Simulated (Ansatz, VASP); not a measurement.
## SiC: VASP beside Ansatz

```xyz
4
Lattice="3.0918 0.0000 0.0000 -1.5459 2.6775 0.0000 0.0000 0.0000 5.0740" Properties=species:S:1:pos:R:3 pbc="T T T"
Si    0.0000    1.7850    0.0232
Si    1.5459    0.8925    2.5602
C     0.0707    1.8557    1.9303
C     1.5459    0.8925    4.4674
```

Alike in both runs: task single point; functional PBE; k mesh 12 × 12 × 6; occupations gaussian, width 0.05 eV; no spin polarisation.

|  | VASP | Ansatz |
| --- | --- | --- |
| version | VASP 6.6.1 | Ansatz 0.2.0 |
| potentials or method | VASP PAW PBE potentials, release 64 (Si, C), cutoff 520 eV | scalar-relativistic, plane waves, PAW |
| valence electrons in the cell | 16 | 16 |

VASP gave:

| Item | Value |
| --- | --- |
| gap on the k mesh at the Fermi level (eV) | 2.11 |
| least direct gap on the mesh (eV) | 3.87 |
| pressure (GPa) | 0.6 |
| traceless stress, the component that is largest in VASP (GPa) | 2.66 |
| rms of the force components (eV/Å) | 0.663 |

Estimate Ansatz's values.

gap on the k mesh at the Fermi level (eV): 2.11; least direct gap on the mesh (eV): 3.88; pressure (GPa): 0.6; traceless stress, the component that is largest in VASP (GPa): 2.66; rms of the force components (eV/Å): 0.663.

Atom by atom the forces differ by 0.000 eV/Å (rms over components).
